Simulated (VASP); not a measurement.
# AlNi in VASP: notebook

The runs below take AlNi through electric field gradients, with PBE.

Everything below comes from runs of VASP 6.6.1. Logs are shortened: lines on timing, memory, paths and dates and some standing lists are left out, and cuts for length are marked.

### 1 The cell of the first run

The structure is tetragonal, space group P4/mmm (No. 123). The conventional cell has a = 2.925 Å, b = 2.925 Å, c = 2.795 Å, α = 90.00°, β = 90.00°, γ = 90.00°. Al (site symmetry 4/mmm) has 8 Ni at 2.50 Å and 6 Al at 2.79 to 2.93 Å within 3.3 Å. Ni (site symmetry 4/mmm) has 8 Al at 2.50 Å and 6 Ni at 2.79 to 2.93 Å within 3.3 Å.

### 2 Electric field gradients, PBE, collinear spin, ferromagnetic start (z stretched by -3 % at fixed volume)

File INCAR:

```
ALGO     = Normal         # electronic algorithm
EDIFF    = 1E-8           # SCF threshold, eV
ENCUT    = 520            # plane-wave cutoff, eV
GGA      = PE             # functional
ISIF     = 2              # what is computed and relaxed
ISMEAR   = -1             # smearing method
ISPIN    = 2              # spin polarisation
LASPH    = True           # aspherical terms in the spheres
LCHARG   = False          # write CHGCAR
LEFG     = True         
LMAXMIX  = 4              # l up to which the mixer works
LORBIT   = 11             # projections on sites
LREAL    = False          # projectors in reciprocal space
LWAVE    = False          # write WAVECAR
MAGMOM   = 0 1.5          # initial moments
NBANDS   = 18             # bands
NELM     = 150            # most SCF steps
PREC     = Accurate       # precision mode
SIGMA    = 0.03           # smearing width, eV
```

File KPOINTS:

```
k-points
0
Gamma
  14 14 14
```

File POSCAR:

```
AlNi
1.0
    2.9252123016      0.0000000000      0.0000000000
    0.0000000000      2.9252123016      0.0000000000
    0.0000000000      0.0000000000      2.7945700000
Al Ni
1 1
Direct
    0.0000000000      0.0000000000      0.0000000000
    0.5000000000      0.5000000000      0.5000000000
```

Potentials or basis: VASP PAW PBE potentials, release 64 (Al, Ni).

On the command line:

```bash
> cat potpaw_PBE.64/Al/POTCAR potpaw_PBE.64/Ni/POTCAR > POTCAR
> mpirun -np 1 vasp_std > vasp.out
```

OUTCAR:

```text
EDIFF = 1E-8
   ENCUT = 520
   GGA = PE
   ISIF = 2
   ISMEAR = -1
   ISPIN = 2
   LASPH = True
   LORBIT = 11
   LREAL = False
   NELM = 150
   PREC = Accurate

 ion  position               nearest neighbor table
   1  0.000  0.000  0.000-   2 2.50   2 2.50   2 2.50   2 2.50   2 2.50   2 2.50   2 2.50   2 2.50

   2  0.500  0.500  0.500-   1 2.50   1 2.50   1 2.50   1 2.50   1 2.50   1 2.50   1 2.50   1 2.50

  LATTYP: Found a simple tetragonal cell.
 ALAT       =     2.9252123016
 C/A-ratio  =     0.9553392068

  Lattice vectors:

 A1 = (   2.9252123016,   0.0000000000,   0.0000000000)
 A2 = (   0.0000000000,   2.9252123016,   0.0000000000)
 A3 = (   0.0000000000,   0.0000000000,   2.7945700000)

Analysis of symmetry for initial positions (statically):
=====================================================================
 Subroutine PRICEL returns:
 Original cell was already a primitive cell.

 Routine SETGRP: Setting up the symmetry group for a
 simple tetragonal supercell.

 Subroutine GETGRP returns: Found 16 space group operations
 (whereof 16 operations were pure point group operations)
 out of a pool of 16 trial point group operations.

The static configuration has the point symmetry D_4h.

Analysis of symmetry for dynamics (positions and initial velocities):
=====================================================================
 Subroutine PRICEL returns:
 Original cell was already a primitive cell.

 Routine SETGRP: Setting up the symmetry group for a
 simple tetragonal supercell.

 Subroutine GETGRP returns: Found 16 space group operations
 (whereof 16 operations were pure point group operations)
 out of a pool of 16 trial point group operations.

The dynamic configuration has the point symmetry D_4h.

Analysis of structural, dynamic, and magnetic symmetry:
=====================================================================
 Subroutine PRICEL returns:
 Original cell was already a primitive cell.

 Routine SETGRP: Setting up the symmetry group for a
 simple tetragonal supercell.

 Subroutine GETGRP returns: Found 16 space group operations
 (whereof 16 operations were pure point group operations)
 out of a pool of 16 trial point group operations.

The overall configuration has the point symmetry D_4h.

 Subroutine INISYM returns: Found 16 space group operations
 (whereof 16 operations are pure point group operations),
 and found     1 'primitive' translations

----------------------------------------------------------------------------------------

                                     Primitive cell

  volume of cell :      23.9128

  direct lattice vectors                    reciprocal lattice vectors
     2.925212302  0.000000000  0.000000000     0.341855529  0.000000000  0.000000000
     0.000000000  2.925212302  0.000000000     0.000000000  0.341855529  0.000000000
     0.000000000  0.000000000  2.794570000     0.000000000  0.000000000  0.357836805

  length of vectors
     2.925212302  2.925212302  2.794570000     0.341855529  0.341855529  0.357836805

  position of ions in fractional coordinates (direct lattice)
     0.000000000  0.000000000  0.000000000
     0.500000000  0.500000000  0.500000000

  ion indices of the primitive-cell ions
   primitive index   ion index
                 1           1
                 2           2

----------------------------------------------------------------------------------------

 KPOINTS: k-points

Automatic generation of k-mesh.
 Grid dimensions read from file:
 generate k-points for:   14   14   14

 Generating k-lattice:

  Cartesian coordinates                     Fractional coordinates (reciprocal lattice)
     0.024418252  0.000000000  0.000000000     0.071428571  0.000000000  0.000000000
     0.000000000  0.024418252  0.000000000     0.000000000  0.071428571  0.000000000
     0.000000000  0.000000000  0.025559772     0.000000000  0.000000000  0.071428571

  Length of vectors
     0.024418252  0.024418252  0.025559772

  Shift w.r.t. Gamma in fractional coordinates (k-lattice)
     0.000000000  0.000000000  0.000000000

 Subroutine IBZKPT returns following result:
 ===========================================

 Found    288 irreducible k-points:

 Following reciprocal coordinates:
            Coordinates               Weight
  0.000000  0.000000  0.000000      1.000000
  0.071429  0.000000  0.000000      4.000000
  0.142857  0.000000  0.000000      4.000000
  0.214286  0.000000  0.000000      4.000000
  0.285714  0.000000  0.000000      4.000000
  0.357143  0.000000  0.000000      4.000000
[... 16 lines left out ...]
  0.285714  0.214286  0.000000      8.000000
  0.357143  0.214286  0.000000      8.000000
 [... further k-points ...]
   k-points           NKPTS =    288   k-points in BZ     NKDIM =    288   number of bands    NBANDS=     18
   number of dos      NEDOS =    301   number of ions     NIONS =      2
   total plane-waves  NPLWV =  13824
   dimension x,y,z NGX =    24 NGY =   24 NGZ =   24
   dimension x,y,z NGXF=    48 NGYF=   48 NGZF=   48
   ions per type =               1   1
   NGX,Y,Z   is equivalent  to a cutoff of  13.64, 13.64, 14.28 a.u.
   NGXF,Y,Z  is equivalent  to a cutoff of  27.28, 27.28, 28.55 a.u.
 SYSTEM =  unknown system
   PREC   = accura    normal or accurate (medium, high low for compatibility)
   ISTART =      0    job   : 0-new  1-cont  2-samecut
   ICHARG =      2    charge: 1-file 2-atom 10-const
   ISPIN  =      2    spin polarized calculation?
   LNONCOLLINEAR =      F non collinear calculations
   LSORBIT =      F    spin-orbit coupling
   LASPH  =      T    aspherical Exc in radial PAW
   ENCUT  =  520.0 eV  38.22 Ry    6.18 a.u.   5.44  5.44  5.20*2*pi/ulx,y,z
   NELM   =    150;   NELMIN=  2; NELMDL= -5     # of ELM steps
   EDIFF  = 0.1E-07   stopping-criterion for ELM
   LREAL  =      F    real-space projection
   EDIFFG = 0.1E-06   stopping-criterion for IOM
   NSW    =      0    number of steps for IOM
   IBRION =     -1    ionic relax: 0-MD 1-quasi-New 2-CG
   NFREE  =      0    steps in history (QN), initial steepest desc. (CG)
   ISIF   =      2    stress and relaxation
   ISYM   =      2    0-nonsym 1-usesym 2-fastsym
   POTIM  = 0.5000    time-step for ionic-motion
   TEBEG  =    0.0;   TEEND  =   0.0 temperature during run
   PSTRESS=    0.0 pullay stress
   NELECT =      13.0000    total number of electrons
   NUPDOWN=      -1.0000    fix difference up-down
   EMIN   =  10.00;   EMAX   =-10.00  energy-range for DOS
   EFERMI =   0.00;   METHOD = LEGACY
   ISMEAR =    -1;   SIGMA  =   0.03  broadening in eV -4-tet -1-fermi 0-gaus
   EFERMI_NEDOS =   21; number of points for ismear=-14 and -15
   IALGO  =     38    algorithm
   IMIX   =      4    mixing-type and parameters
     AMIX     =   0.40;   BMIX     =  1.00
     AMIX_MAG =   1.60;   BMIX_MAG =  1.00
  volume/ion in A,a.u.               =      11.96        80.69
  Fermi-wavevector in a.u.,A,eV,Ry     =   1.336122  2.524904 24.289410  1.785221
  Thomas-Fermi vector in A             =   2.464773
   LORBIT       =     11    0 simple, 1 ext, 2 COOP (PROOUT), +10 PAW based schemes
   GGA     = PE    functional components
   LHFCALC =     F    Hartree Fock is set to
   AEXX    =    0.0000 exact exchange contribution
   IVDW    =     0    specifies the selected vdW correction
   LEPSILON=     F    determine dielectric tensor
   LRPA    =     F    only Hartree local field effects (RPA)
 spin polarized calculation
  energy-cutoff  :      520.00
  volume of cell :       23.91
 maximum number of plane-waves:       662
 NGX is ok and might be reduce to    24
   NGX = 11   NGY = 11   NGZ = 11

 number of electron      13.0000004 magnetization       0.0000406

 number of electron      13.0000004 magnetization      -0.0000160

 Free energy of the ion-electron system (eV)
  ---------------------------------------------------
  ext. energy  EPLUGINS =         0.00000000
  ---------------------------------------------------
  free energy    TOTEN  =       -10.53001680 eV

  energy without entropy =      -10.52768260  energy(sigma->0) =      -10.52884970

 E-fermi :  10.0216     XC(G=0): -12.0482

 val. band max:       10.0182803066   @ k =   0.3571   0.3571   0.1429
 cond. band min:      10.0228560240   @ k =   0.0714   0.0000   0.3571
 fundamental gap:      0.0045757175
 Fermi energy:        10.0215520394

 spin component 1

 k-point     1 :       0.0000    0.0000    0.0000
  band No.  band energies     occupation
      1      -1.1137      1.00000
      2       6.7846      1.00000
      3       6.8032      1.00000
      4       8.4074      1.00000
      5       8.5278      1.00000
      6       8.5278      1.00000
[... 10 lines left out ...]
     17      32.7612      0.00000
     18      34.0952      0.00000
[... 466 lines left out ...]
      2       5.6571      1.00000
      3       7.1059      1.00000
      4       7.6102      1.00000
      5       8.0928      1.00000
      6       8.3710      1.00000
[... 10 lines left out ...]
     17      31.6041      0.00000
     18      35.1504      0.00000

 [... further k-points ...]

 spin component 2

 k-point     1 :       0.0000    0.0000    0.0000
  band No.  band energies     occupation
      1      -1.1137      1.00000
      2       6.7846      1.00000
      3       6.8032      1.00000
      4       8.4074      1.00000
      5       8.5277      1.00000
      6       8.5277      1.00000
[... 10 lines left out ...]
     17      32.7612      0.00000
     18      34.0952      0.00000
[... 466 lines left out ...]
      2       5.6571      1.00000
      3       7.1059      1.00000
      4       7.6102      1.00000
      5       8.0928      1.00000
      6       8.3710      1.00000
[... 10 lines left out ...]
     17      31.6041      0.00000
     18      35.1335      0.00000

 [... further k-points ...]

------------------------ aborting loop because EDIFF is reached ----------------------------------------

  FORCE on cell =-STRESS in cart. coord.  units (eV):
  Direction    XX          YY          ZZ          XY          YZ          ZX
  --------------------------------------------------------------------------------------
  -------------------------------------------------------------------------------------
  Total        0.1567121      0.1567121      0.6400149      0.0000000     -0.0000000      0.0000000
  in kB       10.4998566     10.4998566     42.8815918      0.0000000     -0.0000000      0.0000000
  external PRESSURE =      21.2937683 kB  Pullay stress =       0.0000000 kB

 VOLUME and BASIS-vectors are now :
 -----------------------------------------------------------------------------
  energy-cutoff  :      520.00
  volume of cell :       23.91
      direct lattice vectors                 reciprocal lattice vectors
     2.925212302  0.000000000  0.000000000     0.341855529  0.000000000  0.000000000
     0.000000000  2.925212302  0.000000000     0.000000000  0.341855529  0.000000000
     0.000000000  0.000000000  2.794570000     0.000000000  0.000000000  0.357836805

 POSITION                                       TOTAL-FORCE (eV/Angst)
 -----------------------------------------------------------------------------------
      0.00000      0.00000      0.00000         0.000000      0.000000      0.000000
      1.46261      1.46261      1.39729         0.000000      0.000000      0.000000
 -----------------------------------------------------------------------------------
    total drift:                                0.000000     -0.000000     -0.000000

  FREE ENERGIE OF THE ION-ELECTRON SYSTEM (eV)
  ---------------------------------------------------
  free  energy   TOTEN  =       -10.5300167995 eV

  energy  without entropy=      -10.5276825987  energy(sigma->0) =      -10.52884970

 Electric field gradients (V/A^2)
---------------------------------------------------------------------
 ion       V_xx      V_yy      V_zz      V_xy      V_xz      V_yz
---------------------------------------------------------------------
   1       0.704     0.704    -1.407     0.000    -0.000    -0.000
   2       0.644     0.644    -1.288     0.000    -0.000     0.000
---------------------------------------------------------------------

 Electric field gradients after diagonalization (V/A^2)
 (convention: |V_zz| > |V_xx| > |V_yy|)
----------------------------------------------------------------------
 ion       V_xx      V_yy      V_zz     asymmetry (V_yy - V_xx)/ V_zz
----------------------------------------------------------------------
   1       0.704     0.704    -1.407       0.000
   2       0.644     0.644    -1.288       0.000
----------------------------------------------------------------------

           NMR quadrupolar parameters

 Cq : quadrupolar parameter    Cq=e*Q*V_zz/h
 eta: asymmetry parameters     (V_yy - V_xx)/ V_zz
 Q  : nuclear electric quadrupole moment in mb (millibarn)
----------------------------------------------------------------------
 ion       Cq(MHz)       eta       Q (mb)
----------------------------------------------------------------------
   1      -0.003       0.000       1.000
   2      -0.003       0.000       1.000
----------------------------------------------------------------------

 total charge

# of ion       s       p       d       tot
------------------------------------------
    1        0.384   0.414   0.000   0.799
    2        0.475   0.516   8.473   9.465
--------------------------------------------------
tot          0.860   0.931   8.473  10.263

 magnetization (x)

# of ion       s       p       d       tot
------------------------------------------
    1        0.000   0.000   0.000   0.000
    2       -0.000   0.000  -0.000  -0.000
--------------------------------------------------
tot          0.000   0.000  -0.000  -0.000
```

It took 1.7 min on 1 thread of Intel Xeon Platinum 8488C (Sapphire Rapids), shared host; peak memory 0.3 GiB.

What came out:

| Item | Value |
| --- | --- |
| Free energy | -10.5300 eV |
| Pressure | 2.1 GPa |
| Net moment | 0.00 μB per cell |
| Largest electric field gradient by atom | Al -1.4; Ni -1.3 V/Å² |
| Valence electrons inside the program's atomic spheres | Al 0.80; Ni 9.46 |

Levels at points of the mesh, in eV from the Fermi level:
Spin up:
| k point | band 5 | band 6 | band 7 | band 8 | band 9 | band 10 |
| --- | --- | --- | --- | --- | --- | --- |
| (0.00, 0.00, 0.00) | -1.49 | -1.49 | 4.97 | 4.97 | 6.63 | 7.94 |
| (0.50, 0.00, 0.00) | -2.07 | -1.42 | -0.75 | 8.22 | 9.46 | 10.29 |
| (0.50, 0.50, 0.00) | -1.94 | -1.94 | -1.07 | 1.20 | 2.21 | 13.07 |
| (0.00, 0.00, 0.50) | -2.33 | -1.50 | -0.42 | 8.30 | 9.65 | 9.65 |
| (0.50, 0.00, 0.50) | -2.16 | -2.10 | -0.99 | 1.65 | 2.60 | 11.93 |
| (0.50, 0.50, 0.50) | -0.93 | 1.99 | 1.99 | 2.08 | 3.70 | 4.13 |
Spin down:
```tsv
k point	band 4	band 5	band 6	band 7	band 8	band 9	band 10	band 11
(0.00, 0.00, 0.00)	-1.61	-1.49	-1.49	4.97	4.97	6.63	7.94	8.21
(0.50, 0.00, 0.00)	-2.32	-2.07	-1.42	-0.75	8.22	9.46	10.29	11.03
(0.50, 0.50, 0.00)	-3.08	-1.94	-1.94	-1.07	1.20	2.21	13.07	15.82
(0.00, 0.00, 0.50)	-2.33	-2.33	-1.50	-0.42	8.30	9.65	9.65	10.76
(0.50, 0.00, 0.50)	-2.66	-2.16	-2.10	-0.99	1.65	2.60	11.93	14.58
(0.50, 0.50, 0.50)	-1.03	-0.93	1.99	1.99	2.08	3.70	4.13	4.61
```

Electric field gradients, principal values (V/Å²):
```
atom  least  middle  greatest (by size)
1 Al  0.704   0.704              -1.407
2 Ni  0.644   0.644              -1.288
```

Caveat: without QUAD_EFG the Cq values of the log hold for a quadrupole moment of 1 mb, not for the nuclei.

[end of part 1 of 3]
